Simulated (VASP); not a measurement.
# GaN (F-43m) in VASP: further runs

The runs below take GaN through single point, with PBE.

Program: VASP 6.6.1. These are calculated values, not measurements. Logs are shortened: lines on timing, memory, paths and dates and some standing lists are left out, and cuts for length are marked.

### Step 1. The cell of the first run

The structure is cubic, space group F-43m (No. 216). The conventional cell has a = 4.593 Å, b = 4.593 Å, c = 4.593 Å, α = 90.00°, β = 90.00°, γ = 90.00°. Within 2.6 Å of Ga (site symmetry -43m) lie 4 N at 1.99 Å. N (site symmetry -43m) has 4 Ga at 1.99 Å within 2.6 Å.

### Step 2. Single point, PBE (volume changed by +3%)

INCAR reads:

```
  PREC = Accurate
  ENCUT = 520
  EDIFF = 1E-7
  ISMEAR = 0
  SIGMA = 0.01
  LREAL = F
  LASPH = T
  NELM = 100
  ALGO = Normal
  ISIF = 2
  LWAVE = F
  LCHARG = F
  GGA = PE
  NBANDS = 16
```

KPOINTS reads:

```
Automatic mesh
0
Gamma
  8 8 8
```

POSCAR reads:

```
GaN
1.0
    0.0000000000      2.2966969516      2.2966969516
    2.2966969516      0.0000000000      2.2966969516
    2.2966969516      2.2966969516      0.0000000000
Ga N
1 1
Direct
    0.0000000000      0.0000000000      0.0000000000
    0.2500000000      0.2500000000      0.2500000000
```

Potentials or basis: VASP PAW PBE potentials, release 64 (Ga_d, N).

Launch:

```console
$ cat potpaw_PBE.64/Ga_d/POTCAR potpaw_PBE.64/N/POTCAR > POTCAR
$ mpirun -np 1 vasp_std > vasp.out
```

OUTCAR:

```text
PREC = Accurate
   ENCUT = 520
   EDIFF = 1E-7
   ISMEAR = 0
   LREAL = F
   LASPH = T
   NELM = 100
   ISIF = 2
   GGA = PE

 ion  position               nearest neighbor table
   1  0.000  0.000  0.000-   2 1.99   2 1.99   2 1.99   2 1.99
   2  0.250  0.250  0.250-   1 1.99   1 1.99   1 1.99   1 1.99

  LATTYP: Found a face centered cubic cell.
 ALAT       =     4.5933939032

  Lattice vectors:

 A1 = (   0.0000000000,   2.2966969516,   2.2966969516)
 A2 = (   2.2966969516,   0.0000000000,   2.2966969516)
 A3 = (   2.2966969516,   2.2966969516,   0.0000000000)

Analysis of symmetry for initial positions (statically):
=====================================================================
 Subroutine PRICEL returns:
 Original cell was already a primitive cell.

 Routine SETGRP: Setting up the symmetry group for a
 face centered cubic supercell.

 Subroutine GETGRP returns: Found 24 space group operations
 (whereof 24 operations were pure point group operations)
 out of a pool of 48 trial point group operations.

The static configuration has the point symmetry T_d .

Analysis of symmetry for dynamics (positions and initial velocities):
=====================================================================
 Subroutine PRICEL returns:
 Original cell was already a primitive cell.

 Routine SETGRP: Setting up the symmetry group for a
 face centered cubic supercell.

 Subroutine GETGRP returns: Found 24 space group operations
 (whereof 24 operations were pure point group operations)
 out of a pool of 48 trial point group operations.

The dynamic configuration has the point symmetry T_d .

 Subroutine INISYM returns: Found 24 space group operations
 (whereof 24 operations are pure point group operations),
 and found     1 'primitive' translations

----------------------------------------------------------------------------------------

                                     Primitive cell

  volume of cell :      24.2293

  direct lattice vectors                    reciprocal lattice vectors
     0.000000000  2.296696952  2.296696952    -0.217703951  0.217703951  0.217703951
     2.296696952  0.000000000  2.296696952     0.217703951 -0.217703951  0.217703951
     2.296696952  2.296696952  0.000000000     0.217703951  0.217703951 -0.217703951

  length of vectors
     3.248019978  3.248019978  3.248019978     0.377074304  0.377074304  0.377074304

  position of ions in fractional coordinates (direct lattice)
     0.000000000  0.000000000  0.000000000
     0.250000000  0.250000000  0.250000000

  ion indices of the primitive-cell ions
   primitive index   ion index
                 1           1
                 2           2

----------------------------------------------------------------------------------------

 KPOINTS: Automatic mesh

Automatic generation of k-mesh.
 Grid dimensions read from file:
 generate k-points for:    8    8    8

 Generating k-lattice:

  Cartesian coordinates                     Fractional coordinates (reciprocal lattice)
    -0.027212994  0.027212994  0.027212994     0.125000000  0.000000000  0.000000000
     0.027212994 -0.027212994  0.027212994     0.000000000  0.125000000  0.000000000
     0.027212994  0.027212994 -0.027212994     0.000000000  0.000000000  0.125000000

  Length of vectors
     0.047134288  0.047134288  0.047134288

  Shift w.r.t. Gamma in fractional coordinates (k-lattice)
     0.000000000  0.000000000  0.000000000

 Subroutine IBZKPT returns following result:
 ===========================================

 Found     29 irreducible k-points:

 Following reciprocal coordinates:
            Coordinates               Weight
  0.000000  0.000000  0.000000      1.000000
  0.125000  0.000000  0.000000      8.000000
  0.250000  0.000000  0.000000      8.000000
  0.375000  0.000000  0.000000      8.000000
  0.500000  0.000000  0.000000      4.000000
  0.125000  0.125000  0.000000      6.000000
[... 16 lines left out ...]
  0.500000  0.250000  0.125000     48.000000
 -0.375000  0.250000  0.125000     24.000000
 [... further k-points ...]
   k-points           NKPTS =     29   k-points in BZ     NKDIM =     29   number of bands    NBANDS=     16
   number of dos      NEDOS =    301   number of ions     NIONS =      2
   total plane-waves  NPLWV =  13824
   dimension x,y,z NGX =    24 NGY =   24 NGZ =   24
   dimension x,y,z NGXF=    48 NGYF=   48 NGZF=   48
   ions per type =               1   1
   NGX,Y,Z   is equivalent  to a cutoff of  12.28, 12.28, 12.28 a.u.
   NGXF,Y,Z  is equivalent  to a cutoff of  24.57, 24.57, 24.57 a.u.
 SYSTEM =  unknown system
   PREC   = accura    normal or accurate (medium, high low for compatibility)
   ISTART =      0    job   : 0-new  1-cont  2-samecut
   ICHARG =      2    charge: 1-file 2-atom 10-const
   ISPIN  =      1    spin polarized calculation?
   LNONCOLLINEAR =      F non collinear calculations
   LSORBIT =      F    spin-orbit coupling
   LASPH  =      T    aspherical Exc in radial PAW
   ENCUT  =  520.0 eV  38.22 Ry    6.18 a.u.   6.04  6.04  6.04*2*pi/ulx,y,z
   NELM   =    100;   NELMIN=  2; NELMDL= -5     # of ELM steps
   EDIFF  = 0.1E-06   stopping-criterion for ELM
   LREAL  =      F    real-space projection
   EDIFFG = 0.1E-05   stopping-criterion for IOM
   NSW    =      0    number of steps for IOM
   IBRION =     -1    ionic relax: 0-MD 1-quasi-New 2-CG
   NFREE  =      0    steps in history (QN), initial steepest desc. (CG)
   ISIF   =      2    stress and relaxation
   ISYM   =      2    0-nonsym 1-usesym 2-fastsym
   POTIM  = 0.5000    time-step for ionic-motion
   TEBEG  =    0.0;   TEEND  =   0.0 temperature during run
   PSTRESS=    0.0 pullay stress
   NELECT =      18.0000    total number of electrons
   NUPDOWN=      -1.0000    fix difference up-down
   EMIN   =  10.00;   EMAX   =-10.00  energy-range for DOS
   EFERMI =   0.00;   METHOD = LEGACY
   ISMEAR =     0;   SIGMA  =   0.01  broadening in eV -4-tet -1-fermi 0-gaus
   EFERMI_NEDOS =   21; number of points for ismear=-14 and -15
   IALGO  =     38    algorithm
   IMIX   =      4    mixing-type and parameters
     AMIX     =   0.40;   BMIX     =  1.00
     AMIX_MAG =   1.60;   BMIX_MAG =  1.00
  volume/ion in A,a.u.               =      12.11        81.75
  Fermi-wavevector in a.u.,A,eV,Ry     =   1.482696  2.801888 29.910857  2.198386
  Thomas-Fermi vector in A             =   2.596450
   LORBIT       =      0    0 simple, 1 ext, 2 COOP (PROOUT), +10 PAW based schemes
   GGA     = PE    functional components
   LHFCALC =     F    Hartree Fock is set to
   AEXX    =    0.0000 exact exchange contribution
   IVDW    =     0    specifies the selected vdW correction
   LEPSILON=     F    determine dielectric tensor
   LRPA    =     F    only Hartree local field effects (RPA)
 non-spin polarized calculation
 Gauss-broadening in eV      SIGMA  =   0.01
  energy-cutoff  :      520.00
  volume of cell :       24.23
 maximum number of plane-waves:       666
   NGX = 13   NGY = 13   NGZ = 13

 number of electron      17.9999985 magnetization

 Free energy of the ion-electron system (eV)
  ---------------------------------------------------
  ext. energy  EPLUGINS =         0.00000000
  ---------------------------------------------------
  free energy    TOTEN  =       -12.14317516 eV

  energy without entropy =      -12.14317516  energy(sigma->0) =      -12.14317516

 E-fermi :   4.8297     XC(G=0): -11.3654

 val. band max:        4.6817004422   @ k =   0.0000   0.0000   0.0000
 cond. band min:       6.0388431873   @ k =   0.0000   0.0000   0.0000
 fundamental gap:      1.3571427451
 Fermi energy:         4.8297093774

 k-point     1 :       0.0000    0.0000    0.0000
  band No.  band energies     occupation
      1     -10.7827      2.00000
      2      -8.7277      2.00000
      3      -8.7277      2.00000
      4      -8.7277      2.00000
      5      -8.4616      2.00000
      6      -8.4616      2.00000
[... 8 lines left out ...]
     15      23.1064      0.00000
     16      23.1064      0.00000

 k-point     2 :       0.1250    0.0000    0.0000
  band No.  band energies     occupation
      1     -10.6362      2.00000
      2      -8.7104      2.00000
      3      -8.7104      2.00000
      4      -8.6561      2.00000
      5      -8.4628      2.00000
      6      -8.4628      2.00000
[... 8 lines left out ...]
     15      21.5635      0.00000
     16      21.5635      0.00000

 k-point     3 :       0.2500    0.0000    0.0000
  band No.  band energies     occupation
      1     -10.3279      2.00000
      2      -8.6764      2.00000
      3      -8.6764      2.00000
      4      -8.4571      2.00000
      5      -8.4571      2.00000
      6      -8.3366      2.00000
[... 8 lines left out ...]
     15      21.1592      0.00000
     16      21.1592      0.00000

 k-point     4 :       0.3750    0.0000    0.0000
  band No.  band energies     occupation
      1     -10.1200      2.00000
      2      -8.6574      2.00000
      3      -8.6574      2.00000
      4      -8.4353      2.00000
      5      -8.4353      2.00000
      6      -7.6681      2.00000
[... 8 lines left out ...]
     15      22.4256      0.00000
     16      22.4256      0.00000
[... 324 lines left out ...]
 k-point    22 :       0.3750    0.2500    0.1250
  band No.  band energies     occupation
      1     -10.1497      2.00000
      2      -8.6385      2.00000
      3      -8.6227      2.00000
      4      -8.5225      2.00000
      5      -8.4360      2.00000
      6      -7.9837      2.00000
[... 8 lines left out ...]
     15      23.2636      0.00000
     16      25.2462      0.00000

 k-point    23 :       0.5000    0.2500    0.1250
  band No.  band energies     occupation
      1     -10.0250      2.00000
      2      -8.6347      2.00000
      3      -8.5964      2.00000
      4      -8.4977      2.00000
      5      -8.4311      2.00000
      6      -7.3174      2.00000
[... 8 lines left out ...]
     15      23.3001      0.00000
     16      25.0963      0.00000

 k-point    24 :      -0.3750    0.2500    0.1250
  band No.  band energies     occupation
      1      -9.9907      2.00000
      2      -8.6391      2.00000
      3      -8.5872      2.00000
      4      -8.4761      2.00000
      5      -8.4328      2.00000
      6      -6.9119      2.00000
[... 8 lines left out ...]
     15      22.9394      0.00000
     16      25.0506      0.00000

 [... further k-points ...]

------------------------ aborting loop because EDIFF is reached ----------------------------------------

  FORCE on cell =-STRESS in cart. coord.  units (eV):
  Direction    XX          YY          ZZ          XY          YZ          ZX
  --------------------------------------------------------------------------------------
  -------------------------------------------------------------------------------------
  Total       -0.6992606     -0.6992606     -0.6992606      0.0000000      0.0000000      0.0000000
  in kB      -46.2390128    -46.2390128    -46.2390128      0.0000000      0.0000000      0.0000000
  external PRESSURE =     -46.2390128 kB  Pullay stress =       0.0000000 kB

 VOLUME and BASIS-vectors are now :
 -----------------------------------------------------------------------------
  energy-cutoff  :      520.00
  volume of cell :       24.23
      direct lattice vectors                 reciprocal lattice vectors
     0.000000000  2.296696952  2.296696952    -0.217703951  0.217703951  0.217703951
     2.296696952  0.000000000  2.296696952     0.217703951 -0.217703951  0.217703951
     2.296696952  2.296696952  0.000000000     0.217703951  0.217703951 -0.217703951

 POSITION                                       TOTAL-FORCE (eV/Angst)
 -----------------------------------------------------------------------------------
      0.00000      0.00000      0.00000        -0.000000      0.000000     -0.000000
      1.14835      1.14835      1.14835         0.000000     -0.000000      0.000000
 -----------------------------------------------------------------------------------
    total drift:                                0.000002      0.000002      0.000001

  FREE ENERGIE OF THE ION-ELECTRON SYSTEM (eV)
  ---------------------------------------------------
  free  energy   TOTEN  =       -12.1431751638 eV

  energy  without entropy=      -12.1431751638  energy(sigma->0) =      -12.14317516
```

It took 5.3 s on 1 thread of Intel Xeon 6975P-C (Granite Rapids), shared host; peak memory 0.14 GiB.

What came out:

| Quantity | Value |
| --- | --- |
| Free energy | -12.1432 eV |
| Pressure | -4.6 GPa |
| Band gap on the k mesh | 1.36 eV, direct |

### Step 3. Single point, PBE (volume changed by +6%)

INCAR reads:

```
SYSTEM = GaN
ALGO = Normal
EDIFF = 1E-6
ENCUT = 520
GGA = PE
ISIF = 2
ISMEAR = 0
LASPH = .True.
LCHARG = .False.
LREAL = .False.
LWAVE = .False.
NBANDS = 16
NELM = 80
PREC = Accurate
SIGMA = 0.01
```

KPOINTS reads:

```
k-points
0
Gamma
  8 8 8
  0 0 0
```

POSCAR reads:

```
GaN
1.0
    0.0000000000      2.3187819310      2.3187819310
    2.3187819310      0.0000000000      2.3187819310
    2.3187819310      2.3187819310      0.0000000000
Ga N
1 1
Direct
    0.0000000000      0.0000000000      0.0000000000
    0.2500000000      0.2500000000      0.2500000000
```

Potentials or basis: VASP PAW PBE potentials, release 64 (Ga_d, N).

Launch:

```console
$ cat potpaw_PBE.64/Ga_d/POTCAR potpaw_PBE.64/N/POTCAR > POTCAR
$ mpirun -np 1 vasp_std > vasp.out
```

It took 5.2 s on 1 thread of Intel Xeon 6975P-C (Granite Rapids), shared host; peak memory 0.14 GiB.

Results (log left out):

* Free energy: -12.1140 eV
* Pressure: -8.6 GPa
* Band gap on the k mesh: 1.17 eV, direct

Levels at points of the mesh, in eV from the valence-band top:
```tsv
k point	band 6	band 7	band 8	band 9	band 10	band 11	band 12	band 13
(0.00, 0.00, 0.00)	-13.16	0.00	0.00	0.00	1.17	9.77	9.77	9.77
(0.50, 0.00, 0.00)	-11.89	-6.51	-0.87	-0.87	4.06	8.29	9.92	9.92
(0.50, 0.50, 0.00)	-11.46	-5.79	-2.42	-2.42	3.32	6.14	11.14	13.07
```
